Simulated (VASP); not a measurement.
# Ge (P6_522) in VASP: a series of runs

Ge is run at these levels: PBE; tasks: single point.

All numbers are computed with VASP 6.6.1; they aren't measurements. Logs are shortened: lines on timing, memory, paths and dates and some standing lists are left out, and cuts for length are marked.

### 1 The cell of the first run

Symmetry: P6_522, No. 179, hexagonal system. The conventional cell has a = 7.636 Å, b = 7.636 Å, c = 5.189 Å, α = 90.00°, β = 90.00°, γ = 120.00°. Within 3.1 Å of Ge (site symmetry 2) lie 4 Ge at 2.38 to 2.39 Å. Within 3.2 Å of Ge (site symmetry 2) lie 4 Ge at 2.39 to 2.44 Å.

The cell was generated, and may not be a known phase.

### 2 Single point, PBE

The input, INCAR:

```
  ALGO = Normal
  EDIFF = 1E-7
  ENCUT = 520
  GGA = PE
  ISIF = 2
  ISMEAR = 0
  LASPH = T
  LCHARG = F
  LREAL = F
  LWAVE = F
  NBANDS = 96
  NELM = 100
  PREC = Accurate
  SIGMA = 0.1
```

The input, KPOINTS:

```
k-points
0
Gamma
  3 3 4
```

The input, POSCAR:

```
Ge
1.0
    7.6356383600      0.0000000000      0.0000000000
   -3.8178191800      6.6126568000      0.0000000000
    0.0000000000      0.0000000000      5.1886425500
Ge
12
Direct
    0.2898411700      0.0000000000      0.0000000000
    0.0000000000      0.2898411700      0.6666666700
    0.7101588300      0.7101588300      0.3333333300
    0.7101588300      0.0000000000      0.5000000000
    0.0000000000      0.7101588300      0.1666666700
    0.2898411700      0.2898411700      0.8333333300
    0.4082289600      0.8164579300      0.7500000000
    0.1835420700      0.5917710400      0.4166666700
    0.4082289600      0.5917710400      0.0833333300
    0.5917710400      0.1835420700      0.2500000000
    0.8164579300      0.4082289600      0.9166666700
    0.5917710400      0.4082289600      0.5833333300
```

Potentials or basis: VASP PAW PBE potentials, release 64 (Ge_d).

Run with:

```sh
$ cat potpaw_PBE.64/Ge_d/POTCAR > POTCAR
$ mpirun -np 1 vasp_std > vasp.out
```

OUTCAR:

```text
EDIFF = 1E-7
   ENCUT = 520
   GGA = PE
   ISIF = 2
   ISMEAR = 0
   LASPH = T
   LREAL = F
   NELM = 100
   PREC = Accurate

 ion  position               nearest neighbor table
   1  0.290  0.000  0.000-   5 2.38   6 2.38   7 2.39  10 2.39
   2  0.000  0.290  0.667-   6 2.38   4 2.38  11 2.39   8 2.39
   3  0.710  0.710  0.333-   5 2.38   4 2.38   9 2.39  12 2.39
   4  0.710  0.000  0.500-   2 2.38   3 2.38  10 2.39   7 2.39
   5  0.000  0.710  0.167-   3 2.38   1 2.38   8 2.39  11 2.39
   6  0.290  0.290  0.833-   2 2.38   1 2.38  12 2.39   9 2.39
   7  0.408  0.816  0.750-   1 2.39   4 2.39   8 2.44   9 2.44
   8  0.184  0.592  0.417-   5 2.39   2 2.39   7 2.44   9 2.44
   9  0.408  0.592  0.083-   3 2.39   6 2.39   7 2.44   8 2.44
  10  0.592  0.184  0.250-   4 2.39   1 2.39  11 2.44  12 2.44
  11  0.816  0.408  0.917-   2 2.39   5 2.39  10 2.44  12 2.44
  12  0.592  0.408  0.583-   6 2.39   3 2.39  10 2.44  11 2.44

  LATTYP: Found a hexagonal cell.
 ALAT       =     7.6356383600
 C/A-ratio  =     0.6795296353

  Lattice vectors:

 A1 = (   7.6356383600,   0.0000000000,   0.0000000000)
 A2 = (  -3.8178191800,   6.6126568000,   0.0000000000)
 A3 = (   0.0000000000,   0.0000000000,   5.1886425500)

Analysis of symmetry for initial positions (statically):
=====================================================================
 Subroutine PRICEL returns:
 Original cell was already a primitive cell.

 Routine SETGRP: Setting up the symmetry group for a
 hexagonal supercell.

 Subroutine GETGRP returns: Found 12 space group operations
 (whereof  2 operations were pure point group operations)
 out of a pool of 24 trial point group operations.

The static configuration has the point symmetry C_2 .
 The point group associated with its full space group is D_6 .

Analysis of symmetry for dynamics (positions and initial velocities):
=====================================================================
 Subroutine PRICEL returns:
 Original cell was already a primitive cell.

 Routine SETGRP: Setting up the symmetry group for a
 hexagonal supercell.

 Subroutine GETGRP returns: Found 12 space group operations
 (whereof  2 operations were pure point group operations)
 out of a pool of 24 trial point group operations.

The dynamic configuration has the point symmetry C_2 .
 The point group associated with its full space group is D_6 .

[... 112 lines left out ...]
   PSTRESS=    0.0 pullay stress
   NELECT =     168.0000    total number of electrons
   NUPDOWN=      -1.0000    fix difference up-down
   EMIN   =  10.00;   EMAX   =-10.00  energy-range for DOS
   EFERMI =   0.00;   METHOD = LEGACY
   ISMEAR =     0;   SIGMA  =   0.10  broadening in eV -4-tet -1-fermi 0-gaus
   EFERMI_NEDOS =   21; number of points for ismear=-14 and -15
   IALGO  =     38    algorithm
   IMIX   =      4    mixing-type and parameters
     AMIX     =   0.40;   BMIX     =  1.00
     AMIX_MAG =   1.60;   BMIX_MAG =  1.00
  volume/ion in A,a.u.               =      21.83       147.33
  Fermi-wavevector in a.u.,A,eV,Ry     =   1.411734  2.667791 27.116317  1.992993
  Thomas-Fermi vector in A             =   2.533555
   LORBIT       =      0    0 simple, 1 ext, 2 COOP (PROOUT), +10 PAW based schemes
   GGA     = PE    functional components
   LHFCALC =     F    Hartree Fock is set to
   AEXX    =    0.0000 exact exchange contribution
   IVDW    =     0    specifies the selected vdW correction
   LEPSILON=     F    determine dielectric tensor
   LRPA    =     F    only Hartree local field effects (RPA)
 non-spin polarized calculation
 Gauss-broadening in eV      SIGMA  =   0.10
  energy-cutoff  :      520.00
  volume of cell :      261.98
 maximum number of plane-waves:      7092
 NGX is ok and might be reduce to    60
   NGX = 29   NGY = 29   NGZ = 19

 number of electron     168.0000001 magnetization

 Free energy of the ion-electron system (eV)
  ---------------------------------------------------
  ext. energy  EPLUGINS =         0.00000000
  ---------------------------------------------------
  free energy    TOTEN  =       -51.94568394 eV

  energy without entropy =      -51.94568394  energy(sigma->0) =      -51.94568394

 E-fermi :   5.1193     XC(G=0): -10.0096

 val. band max:        4.6354629465   @ k =   0.3333   0.3333   0.0000
 cond. band min:       5.6331004279   @ k =   0.0000   0.0000   0.2500
 fundamental gap:      0.9976374814
 Fermi energy:         5.1193107210

 k-point     1 :       0.0000    0.0000    0.0000
  band No.  band energies     occupation
      1     -19.7099      2.00000
      2     -19.6990      2.00000
      3     -19.6726      2.00000
      4     -19.6726      2.00000
      5     -19.6640      2.00000
      6     -19.6640      2.00000
[... 880 lines left out ...]
     95       9.4646      0.00000
     96       9.4646      0.00000

------------------------ aborting loop because EDIFF is reached ----------------------------------------

  FORCE on cell =-STRESS in cart. coord.  units (eV):
  Direction    XX          YY          ZZ          XY          YZ          ZX
  --------------------------------------------------------------------------------------
  -------------------------------------------------------------------------------------
  Total       15.4986860     15.4986861     16.1558343      0.0000000      0.0000000      0.0000000
  in kB       94.7829837     94.7829838     98.8018065      0.0000000      0.0000000      0.0000000
  external PRESSURE =      96.1225913 kB  Pullay stress =       0.0000000 kB

 VOLUME and BASIS-vectors are now :
 -----------------------------------------------------------------------------
  energy-cutoff  :      520.00
  volume of cell :      261.98
      direct lattice vectors                 reciprocal lattice vectors
     7.635638360  0.000000000  0.000000000     0.130964820  0.075612574  0.000000000
    -3.817819180  6.612656800  0.000000000     0.000000000  0.151225148  0.000000000
     0.000000000  0.000000000  5.188642550     0.000000000  0.000000000  0.192728636

 POSITION                                       TOTAL-FORCE (eV/Angst)
 -----------------------------------------------------------------------------------
      2.21312      0.00000      0.00000        -0.386681      0.000000     -0.000000
     -1.10656      1.91662      3.45910         0.193340     -0.334875     -0.000000
      2.71126      4.69604      1.72955         0.193340      0.334875     -0.000000
      5.42252      0.00000      2.59432         0.386681      0.000000     -0.000000
     -2.71126      4.69604      0.86477        -0.193340      0.334875      0.000000
      1.10656      1.91662      4.32387        -0.193340     -0.334875     -0.000000
     -0.00000      5.39896      3.89148         0.000000      0.082299     -0.000000
     -0.85781      3.91318      2.16193        -0.071273     -0.041150     -0.000000
      0.85781      3.91318      0.43239         0.071273     -0.041150     -0.000000
      3.81782      1.21370      1.29716         0.000000     -0.082299     -0.000000
      4.67563      2.69948      4.75626         0.071273      0.041150      0.000000
      2.96001      2.69948      3.02671        -0.071273      0.041150      0.000000
 -----------------------------------------------------------------------------------
    total drift:                                0.000001     -0.000001     -0.000057

  FREE ENERGIE OF THE ION-ELECTRON SYSTEM (eV)
  ---------------------------------------------------
  free  energy   TOTEN  =       -51.9456839414 eV

  energy  without entropy=      -51.9456839414  energy(sigma->0) =      -51.94568394
```

stdout:

```text
POSCAR found type information on POSCAR Ge
 POSCAR found :  1 types and      12 ions
 scaLAPACK will be used
 LDA part: xc-table for (Slater+PW92), standard interpolation
 POSCAR, INCAR and KPOINTS ok, starting setup
 FFT: planning ... GRIDC
 FFT: planning ... GRID_SOFT
 FFT: planning ... GRID
 WAVECAR not read
 entering main loop
```

Run time: 7.6 min. Hardware: 1 thread of Oxide Virtual Turin-like, shared host; peak memory 0.39 GiB.

Results:

* Free energy: -51.9457 eV
* Pressure: 9.6 GPa
* Largest force: 0.387 eV/Å
* Band gap on the k mesh: 1.00 eV (least direct gap 1.02 eV)

Forces in eV/Å, atoms in the order of the input:
```
Ge  -0.387  0.000  0.000
Ge   0.193 -0.335  0.000
Ge   0.193  0.335  0.000
Ge   0.387  0.000  0.000
Ge  -0.193  0.335  0.000
Ge  -0.193 -0.335  0.000
Ge   0.000  0.082  0.000
Ge  -0.071 -0.041  0.000
Ge   0.071 -0.041  0.000
Ge   0.000 -0.082  0.000
Ge   0.071  0.041  0.000
Ge  -0.071  0.041  0.000
```

Levels at points of the mesh, in eV from the valence-band top:
```tsv
k point	band 81	band 82	band 83	band 84	band 85	band 86	band 87	band 88
(0.00, 0.00, 0.00)	-1.62	-0.86	-0.86	-0.50	1.48	1.48	1.61	2.15
(0.00, 0.00, 0.50)	-1.02	-1.02	-0.39	-0.39	1.64	1.64	1.81	1.81
```

Caveat: the cell stands under pressure.

### 3 Single point, PBE

This run uses another cell than the first one, of 24.88 Å³/atom.

The input, INCAR:

```
SYSTEM = Ge
ALGO = Normal
EDIFF = 1E-6
ENCUT = 520
GGA = PE
ISIF = 2
ISMEAR = 0
LASPH = .True.
LCHARG = .True.
LELF = .True.
LREAL = .False.
LVHAR = .True.
LWAVE = .False.
NBANDS = 96
NELM = 60
PREC = Accurate
SIGMA = 0.1
```

The input, KPOINTS:

```
k-points
0
Gamma
  3 3 4
  0 0 0
```

The input, POSCAR:

```
Ge
1.0
    7.9039311212      0.0000000000      0.0000000000
   -3.9519655606      6.8450051407      0.0000000000
    0.0000000000      0.0000000000      5.5191950483
Ge
12
Direct
    0.2903213153      0.0000000000      0.0000000000
    0.0000000000      0.2903213153      0.6666666667
    0.7096786847      0.7096786847      0.3333333333
    0.7096786847      0.0000000000      0.5000000000
    0.0000000000      0.7096786847      0.1666666667
    0.2903213153      0.2903213153      0.8333333333
    0.4077864139      0.8155728279      0.7500000000
    0.1844271721      0.5922135861      0.4166666667
    0.4077864139      0.5922135861      0.0833333333
    0.5922135861      0.1844271721      0.2500000000
    0.8155728279      0.4077864139      0.9166666667
    0.5922135861      0.4077864139      0.5833333333
```

Potentials or basis: VASP PAW PBE potentials, release 64 (Ge_d).

Run with:

```sh
$ cat potpaw_PBE.64/Ge_d/POTCAR > POTCAR
$ mpirun -np 1 vasp_std > vasp.out
```

OUTCAR:

```text
SYSTEM = Ge
   EDIFF = 1E-6
   ENCUT = 520
   GGA = PE
   ISIF = 2
   ISMEAR = 0
   LASPH = .True.
   LREAL = .False.
   NELM = 60
   PREC = Accurate

 ion  position               nearest neighbor table
   1  0.290  0.000  0.000-   5 2.47   6 2.47   7 2.50  10 2.50
   2  0.000  0.290  0.667-   6 2.47   4 2.47  11 2.50   8 2.50
   3  0.710  0.710  0.333-   5 2.47   4 2.47  12 2.50   9 2.50
   4  0.710  0.000  0.500-   2 2.47   3 2.47  10 2.50   7 2.50
   5  0.000  0.710  0.167-   3 2.47   1 2.47   8 2.50  11 2.50
   6  0.290  0.290  0.833-   2 2.47   1 2.47   9 2.50  12 2.50
   7  0.408  0.816  0.750-   1 2.50   4 2.50   8 2.55   9 2.55
   8  0.184  0.592  0.417-   5 2.50   2 2.50   7 2.55   9 2.55
   9  0.408  0.592  0.083-   6 2.50   3 2.50   7 2.55   8 2.55
  10  0.592  0.184  0.250-   4 2.50   1 2.50  11 2.55  12 2.55
  11  0.816  0.408  0.917-   2 2.50   5 2.50  10 2.55  12 2.55
  12  0.592  0.408  0.583-   3 2.50   6 2.50  10 2.55  11 2.55

  LATTYP: Found a hexagonal cell.
 ALAT       =     7.9039311212
[... 202 lines left out ...]
      5     -20.6913      2.00000
      6     -20.6913      2.00000
[... 880 lines left out ...]
     95       7.9097      0.00000
     96       7.9097      0.00000

------------------------ aborting loop because EDIFF is reached ----------------------------------------

  FORCE on cell =-STRESS in cart. coord.  units (eV):
  Direction    XX          YY          ZZ          XY          YZ          ZX
  --------------------------------------------------------------------------------------
  -------------------------------------------------------------------------------------
  Total        0.1151900      0.1151900     -0.5532396      0.0000000      0.0000000      0.0000000
  in kB        0.6180629      0.6180629     -2.9684598      0.0000000      0.0000000      0.0000000
  external PRESSURE =      -0.5774447 kB  Pullay stress =       0.0000000 kB

 VOLUME and BASIS-vectors are now :
 -----------------------------------------------------------------------------
  energy-cutoff  :      520.00
  volume of cell :      298.60
      direct lattice vectors                 reciprocal lattice vectors
     7.903931121  0.000000000  0.000000000     0.126519321  0.073045964  0.000000000
    -3.951965561  6.845005141  0.000000000     0.000000000  0.146091928  0.000000000
     0.000000000  0.000000000  5.519195048     0.000000000  0.000000000  0.181185842

 POSITION                                       TOTAL-FORCE (eV/Angst)
 -----------------------------------------------------------------------------------
      2.29468      0.00000      0.00000        -0.022551     -0.000000     -0.000000
     -1.14734      1.98725      3.67946         0.011275     -0.019530      0.000000
      2.80463      4.85775      1.83973         0.011275      0.019530      0.000000
      5.60925      0.00000      2.75960         0.022551     -0.000000      0.000000
     -2.80463      4.85775      0.91987        -0.011275      0.019530     -0.000000
      1.14734      1.98725      4.59933        -0.011275     -0.019530      0.000000
     -0.00000      5.58260      4.13940        -0.000000      0.031846      0.000000
     -0.88271      4.05371      2.29966        -0.027580     -0.015923      0.000000
      0.88271      4.05371      0.45993         0.027580     -0.015923      0.000000
      3.95197      1.26240      1.37980        -0.000000     -0.031846     -0.000000
      4.83467      2.79130      5.05926         0.027580      0.015923      0.000000
      3.06926      2.79130      3.21953        -0.027580      0.015923     -0.000000
 -----------------------------------------------------------------------------------
    total drift:                               -0.000000      0.000000     -0.000001

  FREE ENERGIE OF THE ION-ELECTRON SYSTEM (eV)
  ---------------------------------------------------
  free  energy   TOTEN  =       -52.9150587545 eV

  energy  without entropy=      -52.9150587545  energy(sigma->0) =      -52.91505875
```

stdout:

```text
POSCAR found type information on POSCAR Ge
 POSCAR found :  1 types and      12 ions
 scaLAPACK will be used
 LDA part: xc-table for (Slater+PW92), standard interpolation
 POSCAR, INCAR and KPOINTS ok, starting setup
 FFT: planning ... GRIDC
 FFT: planning ... GRID_SOFT
 FFT: planning ... GRID
 WAVECAR not read
 entering main loop
```

Wall time 8.4 min (1 thread of Oxide Virtual Turin-like, shared host); peak memory 0.43 GiB.

Results:

| Quantity | Value |
| --- | --- |
| Free energy | -52.9151 eV |
| Pressure | -0.1 GPa |
| Largest force | 0.032 eV/Å |
| Band gap on the k mesh | 0.90 eV |

Forces on the atoms (eV/Å):
```
Ge  -0.023  0.000  0.000
Ge   0.011 -0.020  0.000
Ge   0.011  0.020  0.000
Ge   0.023  0.000  0.000
Ge  -0.011  0.020  0.000
Ge  -0.011 -0.020  0.000
Ge   0.000  0.032  0.000
Ge  -0.028 -0.016  0.000
Ge   0.028 -0.016  0.000
Ge   0.000 -0.032  0.000
Ge   0.028  0.016  0.000
Ge  -0.028  0.016  0.000
```

Stress tensor (GPa, compression positive):
```
 0.06  0.00  0.00
 0.00  0.06  0.00
 0.00  0.00 -0.30
```

Levels at points of the mesh, in eV from the valence-band top:
```
           k point  band 80  band 81  band 82  band 83  band 84  band 85  band 86  band 87  band 88  band 89
(0.00, 0.00, 0.00)    -1.24    -1.24    -0.59    -0.59    -0.30     1.51     1.51     1.68     1.86     1.86
(0.00, 0.00, 0.50)    -1.10    -0.74    -0.74    -0.44    -0.44     1.40     1.40     1.72     1.72     2.14
```

A k mesh can miss the band edges.
